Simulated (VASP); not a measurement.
# Al2O3: single point with r2SCAN

Al2O3:

```
Al O
1.0
     2.37936    1.37372    4.46154
    -2.37936    1.37372    4.46154
     0.00000   -2.74745    4.46154
Al O
4 6
Cartesian
  0.0000 0.0000 11.3923
  0.0000 0.0000 4.7000
  0.0000 0.0000 1.9923
  0.0000 0.0000 8.6846
  0.9190 -1.3737 5.5769
  -1.6492 -0.1090 5.5769
  -0.9190 1.3737 7.8077
  -0.7302 -1.4827 7.8077
  1.6492 0.1090 7.8077
  0.7302 1.4827 5.5769
```

This cell differs from its parent crystal: uniaxial z strain +3.0%.

```json
{
  "Program": "VASP 6.6.1",
  "Task": "single point",
  "Functional": "r2SCAN",
  "Potentials or basis": "VASP PAW PBE potentials, release 64 (Al, O)",
  "Cutoff": "520 eV",
  "k mesh": "6 × 6 × 6",
  "Occupations": "gaussian, width 0.01 eV",
  "Spin": "no spin polarisation",
  "Dipole correction": "no",
  "Further INCAR settings": "ALGO = Normal; EDIFF = 1e-07; NBANDS = 35"
}
```

```json
{"Pressure": "-7.4 GPa", "Largest force": "0.018 eV/Å", "Band gap on the k mesh": "6.75 eV, direct"}
```

Forces in eV/Å, atoms in the order of the input:
```
Al   0.000  0.000 -0.018
Al   0.000  0.000 -0.018
Al   0.000  0.000  0.018
Al   0.000  0.000  0.018
O    0.011  0.000  0.000
O   -0.005 -0.009  0.000
O   -0.011  0.000  0.000
O    0.005 -0.009  0.000
O    0.005  0.009  0.000
O   -0.005  0.009  0.000
```

Stress tensor (GPa, compression positive):
```
 -3.58   0.00   0.00
  0.00  -3.58   0.00
  0.00   0.00 -15.02
```

Levels at points of the mesh, in eV from the valence-band top:
```
           k point  band 21  band 22  band 23  band 24  band 25  band 26  band 27  band 28
(0.00, 0.00, 0.00)    -0.48    -0.23     0.00     0.00     6.75    10.08    11.44    11.89
(0.50, 0.00, 0.00)    -0.93    -0.93    -0.36    -0.36    10.02    10.02    10.30    10.30
(0.50, 0.50, 0.00)    -1.01    -0.89    -0.88    -0.33    10.20    10.61    10.68    11.13
(0.50, 0.50, 0.50)    -0.32    -0.32    -0.32    -0.32     9.39     9.39    11.84    11.84
```

Run time: 4 min on 1 thread of Intel(R) Xeon(R) Platinum 8488C (Sapphire Rapids), with other jobs on the host, peak memory 0.28 GiB.

Caveat: the cell differs from its parent crystal (uniaxial z strain +3.0%); the PAW data sets were made with another functional, which shifts forces and pressure a little.
